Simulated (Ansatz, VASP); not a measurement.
One calculation of B, two programs

```
B
1.0
     0.81877   -1.65389    0.00000
     0.81877    1.65389    0.00000
     0.00000    0.00000    3.56697
B
1
Direct
  0.00000 0.00000 0.00000
```

Alike in both runs: functional PBE; k mesh 10 × 10 × 6; occupations gaussian, width 0.1 eV; no spin polarisation.

Ansatz relaxed the structure, and its values are those at the end. VASP's run is a single point on that final structure, the one shown.

```csv
,VASP,Ansatz
version,VASP 6.6.1,Ansatz 0.2.0
potentials or method,"VASP PAW PBE potentials, release 64 (B), cutoff 520 eV","scalar-relativistic, plane waves, PAW"
valence electrons in the cell,3,3
```

```csv
,VASP,Ansatz,Ansatz less VASP
gap on the k mesh at the Fermi level (eV),none,none,-
pressure (GPa),-0.1,0.0,+0.05
```

A gap of «none» marks a metal or a gap that the smearing closes.

The k mesh is coarse, so the values compare programs but aren't converged.
